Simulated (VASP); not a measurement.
# Co (P-3m1) in VASP: notebook

Co is run at these levels: LDA; tasks: single point.

Everything below comes from runs of VASP 6.6.1. Logs are shortened: lines on timing, memory, paths and dates and some standing lists are left out, and cuts for length are marked.

**1. The cell of the first run**

Symmetry: P-3m1, No. 164, trigonal system. The conventional cell has a = 2.437 Å, b = 2.437 Å, c = 3.980 Å, α = 90.00°, β = 90.00°, γ = 120.00°. Co (site symmetry 3m) has 12 Co at 2.37 to 2.50 Å within 3.1 Å.

**2. Single point, LDA, collinear spin, ferromagnetic start**

Contents of INCAR:

```
SYSTEM = Co
ALGO     = Normal         ! electronic algorithm
EDIFF    = 1E-6           ! SCF threshold, eV
ENCUT    = 520            ! plane-wave cutoff, eV
GGA      = CA             ! functional
ISIF     = 2              ! what is computed and relaxed
ISMEAR   = -1             ! smearing method
ISPIN    = 2              ! spin polarisation
LASPH    = .True.         ! aspherical terms in the spheres
LCHARG   = .True.         ! write CHGCAR
LELF     = .True.         ! ELF
LMAXMIX  = 4              ! l up to which the mixer works
LORBIT   = 11             ! projections on sites
LREAL    = .False.        ! projectors in reciprocal space
LVHAR    = .True.       
LWAVE    = .False.        ! write WAVECAR
MAGMOM   = 3.2 3.2        ! initial moments
NBANDS   = 20             ! bands
NELM     = 150            ! most SCF steps
PREC     = Accurate       ! precision mode
SIGMA    = 0.1            ! smearing width, eV
```

Contents of KPOINTS:

```
k-points
0
Gamma
  11 11 6
  0 0 0
```

Contents of POSCAR:

```
Co
1.0
    2.4365882013      0.0000000000      0.0000000000
   -1.2182936109      2.1101470081      0.0000000000
    0.0000000000      0.0000000000      3.9803424397
Co
2
Direct
    0.6666666667      0.3333333333      0.2598610000
    0.3333333333      0.6666666667      0.7401390000
```

Potentials or basis: VASP PAW LDA potentials, release 64 (Co).

Command:

```sh
$ cat potpaw_LDA.64/Co/POTCAR > POTCAR
$ mpirun -np 1 vasp_std > vasp.out
```

OUTCAR:

```text
SYSTEM = Co
   EDIFF = 1E-6
   ENCUT = 520
   GGA = CA
   ISIF = 2
   ISMEAR = -1
   ISPIN = 2
   LASPH = .True.
   LORBIT = 11
   LREAL = .False.
   NELM = 150
   PREC = Accurate

 ion  position               nearest neighbor table
   1  0.667  0.333  0.260-   2 2.37   2 2.37   2 2.37   2 2.50   2 2.50   2 2.50
   2  0.333  0.667  0.740-   1 2.37   1 2.37   1 2.37   1 2.50   1 2.50   1 2.50

  LATTYP: Found a hexagonal cell.
 ALAT       =     2.4365882013
 C/A-ratio  =     1.6335720733

  Lattice vectors:

 A1 = (   2.4365882013,   0.0000000000,   0.0000000000)
 A2 = (  -1.2182936109,   2.1101470081,   0.0000000000)
 A3 = (   0.0000000000,   0.0000000000,   3.9803424397)

Analysis of symmetry for initial positions (statically):
=====================================================================
 Subroutine PRICEL returns:
 Original cell was already a primitive cell.

 Routine SETGRP: Setting up the symmetry group for a
 hexagonal supercell.

 Subroutine GETGRP returns: Found 12 space group operations
 (whereof 12 operations were pure point group operations)
 out of a pool of 24 trial point group operations.

The static configuration has the point symmetry D_3d.

Analysis of symmetry for dynamics (positions and initial velocities):
=====================================================================
 Subroutine PRICEL returns:
 Original cell was already a primitive cell.

 Routine SETGRP: Setting up the symmetry group for a
 hexagonal supercell.

 Subroutine GETGRP returns: Found 12 space group operations
 (whereof 12 operations were pure point group operations)
 out of a pool of 24 trial point group operations.

The dynamic configuration has the point symmetry D_3d.

Analysis of structural, dynamic, and magnetic symmetry:
=====================================================================
 Subroutine PRICEL returns:
 Original cell was already a primitive cell.

 Routine SETGRP: Setting up the symmetry group for a
 hexagonal supercell.

 Subroutine GETGRP returns: Found 12 space group operations
 (whereof 12 operations were pure point group operations)
 out of a pool of 24 trial point group operations.

The overall configuration has the point symmetry D_3d.

 Subroutine INISYM returns: Found 12 space group operations
 (whereof 12 operations are pure point group operations),
 and found     1 'primitive' translations

----------------------------------------------------------------------------------------

                                     Primitive cell

  volume of cell :      20.4652

  direct lattice vectors                    reciprocal lattice vectors
     2.436588201  0.000000000  0.000000000     0.410409933  0.236950221  0.000000000
    -1.218293611  2.110147008  0.000000000     0.000000000  0.473900632  0.000000000
     0.000000000  0.000000000  3.980342440     0.000000000  0.000000000  0.251234665

  length of vectors
     2.436588201  2.436587720  3.980342440     0.473900538  0.473900632  0.251234665

  position of ions in fractional coordinates (direct lattice)
     0.666666667  0.333333333  0.259861000
     0.333333333  0.666666667  0.740139000

  ion indices of the primitive-cell ions
   primitive index   ion index
                 1           1
                 2           2

----------------------------------------------------------------------------------------

 KPOINTS: k-points

Automatic generation of k-mesh.
 Grid dimensions read from file:
 generate k-points for:   11   11    6

 Generating k-lattice:

  Cartesian coordinates                     Fractional coordinates (reciprocal lattice)
     0.037309994  0.021540929  0.000000000     0.090909091  0.000000000  0.000000000
     0.000000000  0.043081876  0.000000000     0.000000000  0.090909091  0.000000000
     0.000000000  0.000000000  0.041872444     0.000000000  0.000000000  0.166666667

  Length of vectors
     0.043081867  0.043081876  0.041872444

  Shift w.r.t. Gamma in fractional coordinates (k-lattice)
     0.000000000  0.000000000  0.000000000

 Subroutine IBZKPT returns following result:
 ===========================================

 Found     84 irreducible k-points:

 Following reciprocal coordinates:
            Coordinates               Weight
  0.000000  0.000000  0.000000      1.000000
  0.090909 -0.000000  0.000000      6.000000
  0.181818  0.000000  0.000000      6.000000
  0.272727  0.000000  0.000000      6.000000
  0.363636  0.000000  0.000000      6.000000
  0.454545 -0.000000  0.000000      6.000000
[... 16 lines left out ...]
  0.000000  0.272727  0.166667      6.000000
  0.363636  0.000000  0.166667      6.000000
 [... further k-points ...]
   k-points           NKPTS =     84   k-points in BZ     NKDIM =     84   number of bands    NBANDS=     20
   number of dos      NEDOS =    301   number of ions     NIONS =      2
   total plane-waves  NPLWV =   9720
   dimension x,y,z NGX =    18 NGY =   18 NGZ =   30
   dimension x,y,z NGXF=    36 NGYF=   36 NGZF=   60
   ions per type =               2
   NGX,Y,Z   is equivalent  to a cutoff of  12.28, 12.28, 12.53 a.u.
   NGXF,Y,Z  is equivalent  to a cutoff of  24.56, 24.56, 25.06 a.u.
 SYSTEM =  Co
   PREC   = accura    normal or accurate (medium, high low for compatibility)
   ISTART =      0    job   : 0-new  1-cont  2-samecut
   ICHARG =      2    charge: 1-file 2-atom 10-const
   ISPIN  =      2    spin polarized calculation?
   LNONCOLLINEAR =      F non collinear calculations
   LSORBIT =      F    spin-orbit coupling
   LASPH  =      T    aspherical Exc in radial PAW
   ENCUT  =  520.0 eV  38.22 Ry    6.18 a.u.   4.53  4.53  7.40*2*pi/ulx,y,z
   NELM   =    150;   NELMIN=  2; NELMDL= -5     # of ELM steps
   EDIFF  = 0.1E-05   stopping-criterion for ELM
   LREAL  =      F    real-space projection
   EDIFFG = 0.1E-04   stopping-criterion for IOM
   NSW    =      0    number of steps for IOM
   IBRION =     -1    ionic relax: 0-MD 1-quasi-New 2-CG
   NFREE  =      0    steps in history (QN), initial steepest desc. (CG)
   ISIF   =      2    stress and relaxation
   ISYM   =      2    0-nonsym 1-usesym 2-fastsym
   POTIM  = 0.5000    time-step for ionic-motion
   TEBEG  =    0.0;   TEEND  =   0.0 temperature during run
   PSTRESS=    0.0 pullay stress
   NELECT =      18.0000    total number of electrons
   NUPDOWN=      -1.0000    fix difference up-down
   EMIN   =  10.00;   EMAX   =-10.00  energy-range for DOS
   EFERMI =   0.00;   METHOD = LEGACY
   ISMEAR =    -1;   SIGMA  =   0.10  broadening in eV -4-tet -1-fermi 0-gaus
   EFERMI_NEDOS =   21; number of points for ismear=-14 and -15
   IALGO  =     38    algorithm
   IMIX   =      4    mixing-type and parameters
     AMIX     =   0.40;   BMIX     =  1.00
     AMIX_MAG =   1.60;   BMIX_MAG =  1.00
  volume/ion in A,a.u.               =      10.23        69.05
  Fermi-wavevector in a.u.,A,eV,Ry     =   1.568534  2.964099 33.474394  2.460299
  Thomas-Fermi vector in A             =   2.670551
   LORBIT       =     11    0 simple, 1 ext, 2 COOP (PROOUT), +10 PAW based schemes
   GGA     = CA    functional components
   LHFCALC =     F    Hartree Fock is set to
   AEXX    =    0.0000 exact exchange contribution
   IVDW    =     0    specifies the selected vdW correction
   LEPSILON=     F    determine dielectric tensor
   LRPA    =     F    only Hartree local field effects (RPA)
 spin polarized calculation
  energy-cutoff  :      520.00
  volume of cell :       20.47
 maximum number of plane-waves:       569
 NGX is ok and might be reduce to    18
   NGX =  9   NGY =  9   NGZ = 15

 number of electron      18.0000002 magnetization       2.9909788

 Free energy of the ion-electron system (eV)
  ---------------------------------------------------
  ext. energy  EPLUGINS =         0.00000000
  ---------------------------------------------------
  free energy    TOTEN  =       -16.25053598 eV

  energy without entropy =      -16.18532973  energy(sigma->0) =      -16.21793285

 E-fermi :  10.7674     XC(G=0): -14.0808

 val. band max:       10.7576887749   @ k =   0.3636   0.0000   0.5000
 cond. band min:      10.7763936742   @ k =   0.0000   0.0000   0.0000
 fundamental gap:      0.0187048993
 Fermi energy:        10.7673665039

 spin component 1

 k-point     1 :       0.0000    0.0000    0.0000
  band No.  band energies     occupation
      1       1.5183      1.00000
      2       5.4061      1.00000
      3       8.1668      1.00000
      4       8.2389      1.00000
      5       8.2389      1.00000
      6       8.5604      1.00000
[... 12 lines left out ...]
     19      37.8899      0.00000
     20      37.8899      0.00000

 k-point     2 :       0.0909   -0.0000    0.0000
  band No.  band energies     occupation
      1       1.8227      1.00000
      2       5.5957      1.00000
      3       7.9277      1.00000
      4       8.3882      1.00000
      5       8.4145      1.00000
      6       8.4988      1.00000
[... 498 lines left out ...]
 k-point    24 :       0.3636    0.0000    0.1667
  band No.  band energies     occupation
      1       5.2068      1.00000
      2       6.0721      1.00000
      3       6.5364      1.00000
      4       7.5459      1.00000
      5       8.3414      1.00000
      6       8.4125      1.00000
[... 12 lines left out ...]
     19      34.8469      0.00000
     20      35.7772      0.00000

 [... further k-points ...]

 spin component 2

 k-point     1 :       0.0000    0.0000    0.0000
  band No.  band energies     occupation
      1       1.7009      1.00000
      2       6.2650      1.00000
      3       9.5171      1.00000
      4       9.6107      0.99999
      5       9.6107      0.99999
      6       9.9627      0.99968
[... 12 lines left out ...]
     19      38.3129      0.00000
     20      38.3129      0.00000

 k-point     2 :       0.0909   -0.0000    0.0000
  band No.  band energies     occupation
      1       2.0067      1.00000
      2       6.4735      1.00000
      3       9.2434      1.00000
      4       9.7714      0.99995
      5       9.7803      0.99995
      6       9.8209      0.99992
[... 498 lines left out ...]
 k-point    24 :       0.3636    0.0000    0.1667
  band No.  band energies     occupation
      1       5.7103      1.00000
      2       7.0819      1.00000
      3       7.5604      1.00000
      4       8.6648      1.00000
      5       9.6702      0.99998
      6       9.7396      0.99997
[... 12 lines left out ...]
     19      35.3154      0.00000
     20      36.1954      0.00000

 [... further k-points ...]
[... 5 lines left out ...]
  --------------------------------------------------------------------------------------
  -------------------------------------------------------------------------------------
  Total       -0.5908605     -0.5908604     -0.9782689     -0.0000001      0.0000000      0.0000000
  in kB      -46.2572987    -46.2572868    -76.5867349     -0.0000107      0.0000000      0.0000000
  external PRESSURE =     -56.3671068 kB  Pullay stress =       0.0000000 kB

 VOLUME and BASIS-vectors are now :
 -----------------------------------------------------------------------------
  energy-cutoff  :      520.00
  volume of cell :       20.47
      direct lattice vectors                 reciprocal lattice vectors
     2.436588201  0.000000000  0.000000000     0.410409933  0.236950221  0.000000000
    -1.218293611  2.110147008  0.000000000     0.000000000  0.473900632  0.000000000
     0.000000000  0.000000000  3.980342440     0.000000000  0.000000000  0.251234665

 POSITION                                       TOTAL-FORCE (eV/Angst)
 -----------------------------------------------------------------------------------
      1.21829      0.70338      1.03434        -0.000000     -0.000000     -0.627706
      0.00000      1.40676      2.94601         0.000000      0.000000      0.627706
 -----------------------------------------------------------------------------------
    total drift:                                0.000000     -0.000000     -0.000000

  FREE ENERGIE OF THE ION-ELECTRON SYSTEM (eV)
  ---------------------------------------------------
  free  energy   TOTEN  =       -16.2505359759 eV

  energy  without entropy=      -16.1853297323  energy(sigma->0) =      -16.21793285

 total charge

# of ion       s       p       d       tot
------------------------------------------
    1        0.515   0.570   7.324   8.409
    2        0.515   0.570   7.324   8.409
--------------------------------------------------
tot          1.030   1.141  14.647  16.818

 magnetization (x)

# of ion       s       p       d       tot
------------------------------------------
    1       -0.013  -0.039   1.543   1.491
    2       -0.013  -0.039   1.543   1.491
--------------------------------------------------
tot         -0.026  -0.078   3.086   2.982
```

Wall time 33 s (1 thread of Intel Xeon Platinum 8559C (Emerald Rapids), shared host); peak memory 0.16 GiB.

Results:

- Free energy: -16.2505 eV
- Pressure: -5.6 GPa
- Largest force: 0.628 eV/Å
- Net moment: 2.99 μB per cell
- Site moments: Co +1.49 μB
- Valence electrons inside the program's atomic spheres: Co 8.41

Forces in eV/Å, atoms in the order of the input:
```
Co   0.000  0.000 -0.628
Co   0.000  0.000  0.628
```

**3. Single point, LDA, collinear spin, ferromagnetic start**

This run uses another cell than the first one, of 10.45 Å³/atom, 1.021 times its volume.

Contents of INCAR:

```
SYSTEM = Co
ALGO = Normal ; EDIFF = 1E-6
ENCUT = 520 ; GGA = CA
ISIF = 2 ; ISMEAR = -1
ISPIN = 2 ; LASPH = .True.
LCHARG = .False. ; LMAXMIX = 4
LORBIT = 11 ; LREAL = .False.
LWAVE = .False. ; MAGMOM = 3.2 3.2
NBANDS = 20 ; NELM = 150
PREC = Accurate ; SIGMA = 0.1
```

KPOINTS is that of step 2.

Contents of POSCAR:

```
Co
1.0
    2.4537478385      0.0000000000      0.0000000000
   -1.2268734260      2.1250076879      0.0000000000
    0.0000000000      0.0000000000      4.0083739438
Co
2
Direct
    0.6666666667      0.3333333333      0.2598610000
    0.3333333333      0.6666666667      0.7401390000
```

Potentials or basis: VASP PAW LDA potentials, release 64 (Co).

Command:

```sh
$ cat potpaw_LDA.64/Co/POTCAR > POTCAR
$ mpirun -np 1 vasp_std > vasp.out
```

Run time: 32 s. Hardware: 1 thread of Intel Xeon Platinum 8559C (Emerald Rapids), shared host; peak memory 0.16 GiB.

The run converged. Its results:

```
Free energy                                           : -16.2287 eV
Pressure                                              : -10.5 GPa
Largest force                                         : 0.555 eV/Å
Net moment                                            : 3.03 μB per cell
Site moments                                          : Co +1.51 μB
Valence electrons inside the program's atomic spheres : Co 8.37
```

Forces on the atoms (eV/Å):
```
Co   0.000  0.000 -0.555
Co   0.000  0.000  0.555
```

Stress tensor (GPa, compression positive):
```
 -9.60   0.00   0.00
  0.00  -9.60   0.00
  0.00   0.00 -12.29
```

Levels at points of the mesh, in eV from the Fermi level:
Spin up:
```csv
k point,band 9,band 10,band 11,band 12,band 13,band 14
"(0.00, 0.00, 0.00)",-1.71,-0.57,-0.57,-0.17,6.59,22.42
"(0.00, 0.00, 0.50)",-1.01,-1.01,-0.81,-0.81,14.61,15.83
```
Spin down:
| k point | band 4 | band 5 | band 6 | band 7 | band 8 | band 9 | band 10 | band 11 |
| --- | --- | --- | --- | --- | --- | --- | --- | --- |
| (0.00, 0.00, 0.00) | -1.11 | -1.11 | -0.77 | -0.77 | -0.21 | -0.21 | 0.01 | 1.02 |
| (0.00, 0.00, 0.50) | -1.45 | -1.17 | -1.17 | -1.16 | -1.16 | 0.57 | 0.57 | 0.75 |
